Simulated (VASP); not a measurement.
Write the native input for VASP 6.6.1 that does the following.

```yaml
Task: single point
Functional: PBE
Potentials_or_basis: VASP PAW PBE potentials, release 64 (Ni)
Cutoff: 520 eV
k_mesh: 8 × 13 × 10
Occupations: fermi-dirac, width 0.05 eV
Spin: no spin polarisation
Dipole_correction: no
Further_INCAR_settings: ALGO = Normal; EDIFF = 1e-07; NBANDS = 17; ISYM = 0
```

The structure of Ni lies in POSCAR:

```
Ni
1.0
   -1.7680500000     -3.5361000000     -1.7680500000
   -1.7680500000      0.0000000000     -1.7680500000
    1.7680500000      0.0000000000     -1.7680500000
Ni
2
Direct
    0.0000000000      0.0000000000      0.0000000000
    0.5000000000      0.0000000000      0.5000000000
```

The input as run:

INCAR

```
PREC = Accurate
ENCUT = 520
EDIFF = 1E-7
ISMEAR = -1
SIGMA = 0.05
LREAL = False
LASPH = True
NELM = 60
ALGO = Normal
ISIF = 2
LWAVE = False
LCHARG = True
GGA = PE
LELF = True
LVHAR = True
ISYM = 0
NBANDS = 17
```

KPOINTS

```
Automatic mesh
0
Gamma
  8 13 10
```

Potentials or basis: VASP PAW PBE potentials, release 64 (Ni).

Command:

```console
$ cat potpaw_PBE.64/Ni/POTCAR > POTCAR
$ mpirun -np 1 vasp_std > vasp.out
```

Results of the run:

| Item | Value |
| --- | --- |
| Pressure | -3.9 GPa |
| Band gap on the k mesh | zero (bands 10 and 11 overlap by 0.69 eV) |

Caveat: the cell stands under tension; the run has no spin polarisation, though such a crystal can be magnetic.

Wall time 3.5 min on 1 thread of Intel Xeon 8259CL, on a shared host, peak memory 0.27 GiB.
